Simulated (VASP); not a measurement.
Input of a VASP 6.6.1 run:

The input INCAR:

```
PREC = Accurate ; ENCUT = 520
EDIFF = 1E-8 ; ISMEAR = 0
SIGMA = 0.01 ; LREAL = False
LASPH = True ; NELM = 60
ALGO = Normal ; ISIF = 2
LWAVE = False ; LCHARG = False
GGA = PE ; NBANDS = 16
IBRION = 8 ; NSW = 1
LEPSILON = True
```

The input KPOINTS:

```
regular mesh
0
Gamma
  10 10 10
```

File POSCAR:

```
GaN
1.0
    0.0000000000      2.2615593926      2.2615593926
    2.2615593926      0.0000000000      2.2615593926
    2.2615593926      2.2615593926      0.0000000000
Ga N
1 1
Direct
    0.0000000000      0.0000000000      0.0000000000
    0.7500000000      0.7500000000      0.7500000000
```

Potentials or basis: VASP PAW PBE potentials, release 64 (Ga_d, N).

Run with:

```console
$ cat potpaw_PBE.64/Ga_d/POTCAR potpaw_PBE.64/N/POTCAR > POTCAR
$ mpirun -np 1 vasp_std > vasp.out
```

(1) Estimate the electronic dielectric tensor (diagonal).

(2) Estimate the Born charges (mean of the diagonal).

(3) Estimate the highest phonon frequency at Γ, LO-TO splitting left out.

Answers

(1) 6.09.

(2) Ga +2.67; N -2.67 e.

(3) 526 cm⁻¹.

Caveat: the cell wasn't relaxed at this level first, which shifts response properties.
